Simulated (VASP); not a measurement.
# C19O in VASP: a series of runs, part 2 of 2

VASP 6.6.1.

## (3) Single point, PBE

INCAR reads:

```
PREC     = Accurate       # precision mode
ENCUT    = 520            # plane-wave cutoff, eV
EDIFF    = 1E-6           # SCF threshold, eV
ISMEAR   = 0              # smearing method
SIGMA    = 0.02           # smearing width, eV
LREAL    = Auto         
LASPH    = True           # aspherical terms in the spheres
NELM     = 60             # most SCF steps
ALGO     = Normal         # electronic algorithm
ISIF     = 2              # what is computed and relaxed
LWAVE    = False          # write WAVECAR
LCHARG   = False          # write CHGCAR
GGA      = PE             # functional
NBANDS   = 57             # bands
```

KPOINTS reads:

```
regular mesh
0
Gamma
  2 2 1
```

POSCAR reads:

```
C19O
1.0
    7.3980000000      0.0000000000      0.0000000000
   -3.6990000000      6.4068560000      0.0000000000
    0.0000000000      0.0000000000     13.0000000000
C O
19 1
Direct
   -0.0135464243     -0.0031144761      0.0667056923
    0.2099729467      0.1103338361      0.0602780769
   -0.0128916838      0.3296994657      0.0694833077
    0.2066171019      0.4367948960      0.0726474615
   -0.0162506956      0.6644631938      0.0680730769
    0.2075178340      0.7832957382      0.0799481538
    0.3232573817      0.0052254959      0.0647067692
    0.5440019042      0.1108105130      0.0679712308
    0.3211172498      0.3329928127      0.0647772308
    0.5419203643      0.4392527318      0.0716387692
    0.3095096876      0.6566244036      0.1025514615
    0.5435354861      0.7795346110      0.1073722308
    0.6541134220      0.0024801556      0.0792889231
    0.8736625954      0.1075028064      0.0710405385
    0.6543770557      0.3337395128      0.0674905385
    0.8768456304      0.4430062108      0.0717119231
    0.6563644369      0.6626153296      0.0939034615
    0.8786077336      0.7774501253      0.0693734615
    0.2127117599      0.7105619355      0.1918160769
    0.6211486818      0.7241378611      0.1969140000
```

Potentials or basis: VASP PAW PBE potentials, release 64 (C, O).

Started as:

```
$ cat potpaw_PBE.64/C/POTCAR potpaw_PBE.64/O/POTCAR > POTCAR
$ mpirun -np 1 vasp_std > vasp.out
```

OUTCAR:

```text
PREC = Accurate
   ENCUT = 520
   EDIFF = 1E-6
   ISMEAR = 0
   LREAL = Auto
   LASPH = True
   NELM = 60
   ISIF = 2
   GGA = PE

 ion  position               nearest neighbor table
   1  0.986  0.997  0.067-  18 1.41  14 1.43   2 1.43
   2  0.210  0.110  0.060-   7 1.40   9 1.43   1 1.43
   3  0.987  0.330  0.069-   4 1.41  14 1.42  16 1.43
   4  0.207  0.437  0.073-   9 1.40   3 1.41  11 1.46
   5  0.984  0.664  0.068-  18 1.40  16 1.42   6 1.44
   6  0.208  0.783  0.080-   7 1.44   5 1.44  11 1.50  19 1.56
   7  0.323  0.005  0.065-   2 1.40   8 1.42   6 1.44
   8  0.544  0.111  0.068-  13 1.41   7 1.42  15 1.43
   9  0.321  0.333  0.065-   4 1.40  10 1.42   2 1.43
  10  0.542  0.439  0.072-  15 1.40   9 1.42  17 1.46
  11  0.310  0.657  0.103-   4 1.46   6 1.50  12 1.50  19 1.52
  12  0.544  0.780  0.107-  20 1.44  13 1.47  17 1.48  11 1.50
  13  0.654  0.002  0.079-   8 1.41  14 1.41  12 1.47
  14  0.874  0.108  0.071-  13 1.41   3 1.42   1 1.43
  15  0.654  0.334  0.067-  10 1.40  16 1.43   8 1.43
  16  0.877  0.443  0.072-   5 1.42  15 1.43   3 1.43
  17  0.656  0.663  0.094-  18 1.46  10 1.46  20 1.48  12 1.48
  18  0.879  0.777  0.069-   5 1.40   1 1.41  17 1.46
  19  0.213  0.711  0.192-  11 1.52   6 1.56
  20  0.621  0.724  0.197-  12 1.44  17 1.48

[... 210 lines left out ...]
      2     -22.0656      2.00000
      3     -20.5168      2.00000
      4     -19.4332      2.00000
      5     -19.3455      2.00000
      6     -19.2477      2.00000
[... 213 lines left out ...]
     52       4.0029      0.00000
     53       4.0894      0.00000
 [bands above 53 left out]

------------------------ aborting loop because EDIFF is reached ----------------------------------------

  FORCE on cell =-STRESS in cart. coord.  units (eV):
  Direction    XX          YY          ZZ          XY          YZ          ZX
  --------------------------------------------------------------------------------------
  -------------------------------------------------------------------------------------
  Total        4.9487964      9.3591669      0.3555272     -0.3118457     -0.0079780      0.0395820
  in kB       12.8678955     24.3357722      0.9244443     -0.8108634     -0.0207444      0.1029214
  external PRESSURE =      12.7093707 kB  Pullay stress =       0.0000000 kB

 VOLUME and BASIS-vectors are now :
 -----------------------------------------------------------------------------
  energy-cutoff  :      520.00
  volume of cell :      616.17
      direct lattice vectors                 reciprocal lattice vectors
     7.398000000  0.000000000  0.000000000     0.135171668  0.078041398  0.000000000
    -3.699000000  6.406856000  0.000000000     0.000000000  0.156082796  0.000000000
     0.000000000  0.000000000 13.000000000     0.000000000  0.000000000  0.076923077

 POSITION                                       TOTAL-FORCE (eV/Angst)
 -----------------------------------------------------------------------------------
      3.61030      6.38690      0.86717        -0.004567      0.008045     -0.001413
      1.14525      0.70689      0.78361        -0.008605      0.000563     -0.003727
      6.08307      2.11234      0.90328        -0.007870      0.002490      0.000493
     -0.08715      2.79848      0.94442         0.007596      0.014795     -0.002132
      4.81993      4.25712      0.88495         0.001376     -0.005310     -0.009745
     -1.36219      5.01846      1.03933        -0.016282      0.032690     -0.045295
[... 12 lines left out ...]
     -1.05473      4.55247      2.49361        -0.021800     -0.005389      0.081297
      1.91667      4.63945      2.55988         0.056117     -0.003440      0.331390
 -----------------------------------------------------------------------------------
    total drift:                                0.012363     -0.021102     -0.016045

  FREE ENERGIE OF THE ION-ELECTRON SYSTEM (eV)
  ---------------------------------------------------
  free  energy   TOTEN  =      -173.0349506482 eV

  energy  without entropy=     -173.0349506482  energy(sigma->0) =     -173.03495065
```

OSZICAR:

```text
N       E                     dE             d eps       ncg     rms          rms(c)
DAV:   1     0.692539196809E+03    0.69254E+03   -0.33111E+04   480   0.114E+03
DAV:   2    -0.739788845760E+02   -0.76652E+03   -0.73228E+03   671   0.277E+02
DAV:   3    -0.181134802009E+03   -0.10716E+03   -0.10642E+03   584   0.108E+02
[... 16 lines left out ...]
DAV:  20    -0.173034927030E+03   -0.53859E-04   -0.42531E-06   406   0.491E-03    0.815E-04
DAV:  21    -0.173034943410E+03   -0.16381E-04   -0.11530E-06   392   0.250E-03    0.495E-04
DAV:  22    -0.173034948539E+03   -0.51290E-05   -0.67352E-07   358   0.187E-03    0.385E-04
DAV:  23    -0.173034949981E+03   -0.14414E-05   -0.15729E-07   344   0.989E-04    0.186E-04
DAV:  24    -0.173034950648E+03   -0.66734E-06   -0.68169E-08   335   0.610E-04
   1 F= -.17303495E+03 E0= -.17303495E+03  d E =-.607212E-15
```

Run time: 4.7 min. Hardware: 1 thread of Oxide Virtual Turin-like, shared host; peak memory 0.58 GiB.

What came out:

| Item | Value |
| --- | --- |
| Free energy | -173.0350 eV |
| Largest force | 0.336 eV/Å |
| Band gap on the k mesh | 0.52 eV (least direct gap 0.68 eV) |

Forces on the atoms (eV/Å):
```
C   -0.005  0.008 -0.001
C   -0.009  0.001 -0.004
C   -0.008  0.002  0.000
C    0.008  0.015 -0.002
C    0.001 -0.005 -0.010
C   -0.016  0.033 -0.045
C    0.006 -0.014  0.000
C   -0.003 -0.004 -0.001
C    0.004  0.006 -0.003
C   -0.009  0.012 -0.006
C    0.046 -0.023 -0.028
C   -0.136  0.062 -0.149
C   -0.006 -0.013 -0.008
C    0.012  0.000 -0.002
C    0.008  0.001 -0.003
C   -0.002  0.002  0.003
C    0.083 -0.066 -0.142
C   -0.009 -0.007 -0.011
C   -0.022 -0.005  0.081
O    0.056 -0.003  0.331
```

Caveat: the k points lie up to 0.49 Å⁻¹ apart; there is no dipole correction, which matters where the two faces differ.
